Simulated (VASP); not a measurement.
# InP (I-4m2) in VASP: notebook

Aim: see how the results for InP move with the level of theory and the settings. Levels: PBE, r2SCAN. Tasks: single point.

All numbers are computed with VASP 6.6.1; they aren't measurements. Logs are shortened: lines on timing, memory, paths and dates and some standing lists are left out, and cuts for length are marked.

### 1 The cell of the first run

The structure is tetragonal, space group I-4m2 (No. 119). The conventional cell has a = 4.177 Å, b = 4.177 Å, c = 5.597 Å, α = 90.00°, β = 90.00°, γ = 90.00°. Within 3.3 Å of In (site symmetry -4m2) lie 4 P at 2.51 Å. P (site symmetry -4m2) has 4 In at 2.51 Å within 3.3 Å.

### 2 Single point, PBE (uniaxial y strain -5.3%)

INCAR

```
SYSTEM = InP
PREC = Accurate ; ENCUT = 520
EDIFF = 1E-7 ; ISMEAR = -1
SIGMA = 0.02 ; LREAL = .FALSE.
LASPH = .TRUE. ; NELM = 60
ALGO = Normal ; ISIF = 2
LWAVE = .FALSE. ; LCHARG = .FALSE.
GGA = PE ; NBANDS = 16
```

KPOINTS

```
Automatic mesh
0
G
  8 8 8
  0 0 0
```

POSCAR

```
InP
1.0
    0.0000000000      2.7984427617      2.9538133435
    2.9538133435      0.0000000000      2.9538133435
    2.9538133435      2.7984427617      0.0000000000
In P
1 1
Direct
    0.0000000000      0.0000000000      0.0000000000
    0.2500000000      0.2500000000      0.2500000000
```

Potentials or basis: VASP PAW PBE potentials, release 64 (In_d, P).

Started as:

```bash
$ cat potpaw_PBE.64/In_d/POTCAR potpaw_PBE.64/P/POTCAR > POTCAR
$ mpirun -np 1 vasp_std > vasp.out
```

OUTCAR:

```text
SYSTEM = InP
   PREC = Accurate
   ENCUT = 520
   EDIFF = 1E-7
   ISMEAR = -1
   LREAL = .FALSE.
   LASPH = .TRUE.
   NELM = 60
   ISIF = 2
   GGA = PE

 ion  position               nearest neighbor table
   1  0.000  0.000  0.000-   2 2.51   2 2.51   2 2.51   2 2.51
   2  0.250  0.250  0.250-   1 2.51   1 2.51   1 2.51   1 2.51

  LATTYP: Found a body centered tetragonal cell.
 ALAT       =     4.1773228911
 C/A-ratio  =     1.3398259290

  Lattice vectors:

 A1 = (   0.0000000000,  -2.7984427617,   2.9538133435)
 A2 = (   0.0000000000,  -2.7984427617,  -2.9538133435)
 A3 = (   2.9538133435,   2.7984427617,   0.0000000000)

Analysis of symmetry for initial positions (statically):
=====================================================================
 Subroutine PRICEL returns:
 Original cell was already a primitive cell.

 Routine SETGRP: Setting up the symmetry group for a
 body centered tetragonal supercell.

 Subroutine GETGRP returns: Found  8 space group operations
 (whereof  8 operations were pure point group operations)
 out of a pool of 16 trial point group operations.

The static configuration has the point symmetry D_2d.

Analysis of symmetry for dynamics (positions and initial velocities):
=====================================================================
 Subroutine PRICEL returns:
 Original cell was already a primitive cell.

 Routine SETGRP: Setting up the symmetry group for a
 body centered tetragonal supercell.

 Subroutine GETGRP returns: Found  8 space group operations
 (whereof  8 operations were pure point group operations)
 out of a pool of 16 trial point group operations.

The dynamic configuration has the point symmetry D_2d.

 Subroutine INISYM returns: Found  8 space group operations
 (whereof  8 operations are pure point group operations),
 and found     1 'primitive' translations

----------------------------------------------------------------------------------------

                                     Primitive cell

  volume of cell :      48.8329

  direct lattice vectors                    reciprocal lattice vectors
     0.000000000  2.798442762  2.953813343    -0.169272714  0.178670798  0.169272714
     2.953813343  0.000000000  2.953813343     0.169272714 -0.178670798  0.169272714
     2.953813343  2.798442762  0.000000000     0.169272714  0.178670798 -0.169272714

  length of vectors
     4.068942757  4.177322891  4.068942757     0.298713503  0.298713503  0.298713503

  position of ions in fractional coordinates (direct lattice)
     0.000000000  0.000000000  0.000000000
     0.250000000  0.250000000  0.250000000

  ion indices of the primitive-cell ions
   primitive index   ion index
                 1           1
                 2           2

----------------------------------------------------------------------------------------

 KPOINTS: Automatic mesh

Automatic generation of k-mesh.
 Grid dimensions read from file:
 generate k-points for:    8    8    8

 Generating k-lattice:

  Cartesian coordinates                     Fractional coordinates (reciprocal lattice)
    -0.021159089  0.022333850  0.021159089     0.125000000  0.000000000  0.000000000
     0.021159089 -0.022333850  0.021159089    -0.000000000  0.125000000 -0.000000000
     0.021159089  0.022333850 -0.021159089     0.000000000  0.000000000  0.125000000

  Length of vectors
     0.037339188  0.037339188  0.037339188

  Shift w.r.t. Gamma in fractional coordinates (k-lattice)
     0.000000000  0.000000000  0.000000000

 Subroutine IBZKPT returns following result:
 ===========================================

 Found     59 irreducible k-points:

 Following reciprocal coordinates:
            Coordinates               Weight
  0.000000  0.000000  0.000000      1.000000
  0.125000  0.000000  0.000000      8.000000
  0.250000  0.000000  0.000000      8.000000
  0.375000  0.000000 -0.000000      8.000000
  0.500000  0.000000  0.000000      4.000000
  0.125000  0.125000  0.000000      4.000000
[... 16 lines left out ...]
  0.250000  0.000000  0.125000      8.000000
  0.375000  0.000000  0.125000      8.000000
 [... further k-points ...]
   k-points           NKPTS =     59   k-points in BZ     NKDIM =     59   number of bands    NBANDS=     16
   number of dos      NEDOS =    301   number of ions     NIONS =      2
   total plane-waves  NPLWV =  28800
   dimension x,y,z NGX =    30 NGY =   32 NGZ =   30
   dimension x,y,z NGXF=    60 NGYF=   64 NGZF=   60
   ions per type =               1   1
   NGX,Y,Z   is equivalent  to a cutoff of  12.26, 12.74, 12.26 a.u.
   NGXF,Y,Z  is equivalent  to a cutoff of  24.51, 25.47, 24.51 a.u.
 SYSTEM =  InP
   PREC   = accura    normal or accurate (medium, high low for compatibility)
   ISTART =      0    job   : 0-new  1-cont  2-samecut
   ICHARG =      2    charge: 1-file 2-atom 10-const
   ISPIN  =      1    spin polarized calculation?
   LNONCOLLINEAR =      F non collinear calculations
   LSORBIT =      F    spin-orbit coupling
   LASPH  =      T    aspherical Exc in radial PAW
   ENCUT  =  520.0 eV  38.22 Ry    6.18 a.u.   7.57  7.77  7.57*2*pi/ulx,y,z
   NELM   =     60;   NELMIN=  2; NELMDL= -5     # of ELM steps
   EDIFF  = 0.1E-06   stopping-criterion for ELM
   LREAL  =      F    real-space projection
   EDIFFG = 0.1E-05   stopping-criterion for IOM
   NSW    =      0    number of steps for IOM
   IBRION =     -1    ionic relax: 0-MD 1-quasi-New 2-CG
   NFREE  =      0    steps in history (QN), initial steepest desc. (CG)
   ISIF   =      2    stress and relaxation
   ISYM   =      2    0-nonsym 1-usesym 2-fastsym
   POTIM  = 0.5000    time-step for ionic-motion
   TEBEG  =    0.0;   TEEND  =   0.0 temperature during run
   PSTRESS=    0.0 pullay stress
   NELECT =      18.0000    total number of electrons
   NUPDOWN=      -1.0000    fix difference up-down
   EMIN   =  10.00;   EMAX   =-10.00  energy-range for DOS
   EFERMI =   0.00;   METHOD = LEGACY
   ISMEAR =    -1;   SIGMA  =   0.02  broadening in eV -4-tet -1-fermi 0-gaus
   EFERMI_NEDOS =   21; number of points for ismear=-14 and -15
   IALGO  =     38    algorithm
   IMIX   =      4    mixing-type and parameters
     AMIX     =   0.40;   BMIX     =  1.00
     AMIX_MAG =   1.60;   BMIX_MAG =  1.00
  volume/ion in A,a.u.               =      24.42       164.77
  Fermi-wavevector in a.u.,A,eV,Ry     =   1.173802  2.218164 18.746257  1.377811
  Thomas-Fermi vector in A             =   2.310209
   LORBIT       =      0    0 simple, 1 ext, 2 COOP (PROOUT), +10 PAW based schemes
   GGA     = PE    functional components
   LHFCALC =     F    Hartree Fock is set to
   AEXX    =    0.0000 exact exchange contribution
   IVDW    =     0    specifies the selected vdW correction
   LEPSILON=     F    determine dielectric tensor
   LRPA    =     F    only Hartree local field effects (RPA)
 non-spin polarized calculation
  energy-cutoff  :      520.00
  volume of cell :       48.83
 maximum number of plane-waves:      1339
   NGX = 15   NGY = 15   NGZ = 15

 number of electron      17.9999999 magnetization

 Free energy of the ion-electron system (eV)
  ---------------------------------------------------
  ext. energy  EPLUGINS =         0.00000000
  ---------------------------------------------------
  free energy    TOTEN  =        -8.32824338 eV

  energy without entropy =       -8.32824338  energy(sigma->0) =       -8.32824338

 E-fermi :   6.0318     XC(G=0):  -9.4209

 val. band max:        5.6822556970   @ k =   0.0000   0.0000   0.0000
 cond. band min:       6.3901950013   @ k =   0.0000   0.0000   0.0000
 fundamental gap:      0.7079393043
 Fermi energy:         6.0317972221

 k-point     1 :       0.0000    0.0000    0.0000
  band No.  band energies     occupation
      1      -8.7328      2.00000
      2      -8.7328      2.00000
      3      -8.7098      2.00000
      4      -8.5626      2.00000
      5      -8.5566      2.00000
      6      -6.1954      2.00000
[... 8 lines left out ...]
     15      14.6091      0.00000
     16      15.3728      0.00000

 k-point     2 :       0.1250    0.0000    0.0000
  band No.  band energies     occupation
      1      -8.7489      2.00000
      2      -8.7243      2.00000
      3      -8.7075      2.00000
      4      -8.5633      2.00000
      5      -8.5555      2.00000
      6      -6.0081      2.00000
[... 8 lines left out ...]
     15      14.4938      0.00000
     16      15.1332      0.00000

 k-point     3 :       0.2500    0.0000    0.0000
  band No.  band energies     occupation
      1      -8.7961      2.00000
      2      -8.7067      2.00000
      3      -8.6923      2.00000
      4      -8.5628      2.00000
      5      -8.5497      2.00000
      6      -5.4843      2.00000
[... 8 lines left out ...]
     15      14.1125      0.00000
     16      14.9277      0.00000

 k-point     4 :       0.3750    0.0000   -0.0000
  band No.  band energies     occupation
      1      -8.8413      2.00000
      2      -8.6938      2.00000
      3      -8.6793      2.00000
      4      -8.5583      2.00000
      5      -8.5387      2.00000
      6      -4.7781      2.00000
[... 8 lines left out ...]
     15      15.1706      0.00000
     16      15.1994      0.00000
[... 324 lines left out ...]
 k-point    22 :       0.1250    0.0000    0.1250
  band No.  band energies     occupation
      1      -8.7501      2.00000
      2      -8.7159      2.00000
      3      -8.7159      2.00000
      4      -8.5712      2.00000
      5      -8.5497      2.00000
      6      -5.9301      2.00000
[... 8 lines left out ...]
     15      14.7717      0.00000
     16      15.6443      0.00000

 k-point    23 :       0.2500    0.0000    0.1250
  band No.  band energies     occupation
      1      -8.7961      2.00000
      2      -8.6969      2.00000
      3      -8.6961      2.00000
      4      -8.5780      2.00000
      5      -8.5418      2.00000
      6      -5.5055      2.00000
[... 8 lines left out ...]
     15      14.8342      0.00000
     16      15.9912      0.00000

 k-point    24 :       0.3750    0.0000    0.1250
  band No.  band energies     occupation
      1      -8.8403      2.00000
      2      -8.6819      2.00000
      3      -8.6795      2.00000
      4      -8.5768      2.00000
      5      -8.5328      2.00000
      6      -4.8405      2.00000
[... 8 lines left out ...]
     15      15.7186      0.00000
     16      15.7597      0.00000

 [... further k-points ...]
[... 5 lines left out ...]
  --------------------------------------------------------------------------------------
  -------------------------------------------------------------------------------------
  Total        1.5205056      2.0749164      1.5205056      0.0000000      0.0000000      0.0000000
  in kB       49.8868497     68.0767263     49.8868497      0.0000000      0.0000000      0.0000000
  external PRESSURE =      55.9501419 kB  Pullay stress =       0.0000000 kB

 VOLUME and BASIS-vectors are now :
 -----------------------------------------------------------------------------
  energy-cutoff  :      520.00
  volume of cell :       48.83
      direct lattice vectors                 reciprocal lattice vectors
     0.000000000  2.798442762  2.953813343    -0.169272714  0.178670798  0.169272714
     2.953813343  0.000000000  2.953813343     0.169272714 -0.178670798  0.169272714
     2.953813343  2.798442762  0.000000000     0.169272714  0.178670798 -0.169272714

 POSITION                                       TOTAL-FORCE (eV/Angst)
 -----------------------------------------------------------------------------------
      0.00000      0.00000      0.00000         0.000000      0.000000      0.000000
      1.47691      1.39922      1.47691        -0.000000     -0.000000     -0.000000
 -----------------------------------------------------------------------------------
    total drift:                                0.000002      0.000009      0.000002

  FREE ENERGIE OF THE ION-ELECTRON SYSTEM (eV)
  ---------------------------------------------------
  free  energy   TOTEN  =        -8.3282433780 eV

  energy  without entropy=       -8.3282433779  energy(sigma->0) =       -8.32824338
```

It took 63 s on 1 thread of AMD EPYC 7R13, shared host; peak memory 0.17 GiB.

Results:

| Quantity | Value |
| --- | --- |
| Free energy | -8.3282 eV |
| Pressure | 5.6 GPa |
| Band gap on the k mesh | 0.71 eV, direct |

Caveat: the cell differs from its parent crystal (uniaxial y strain -5.3%); spin-orbit coupling is left out, which moves the levels of the heavy elements.

(Continued in part 2 of 2.)
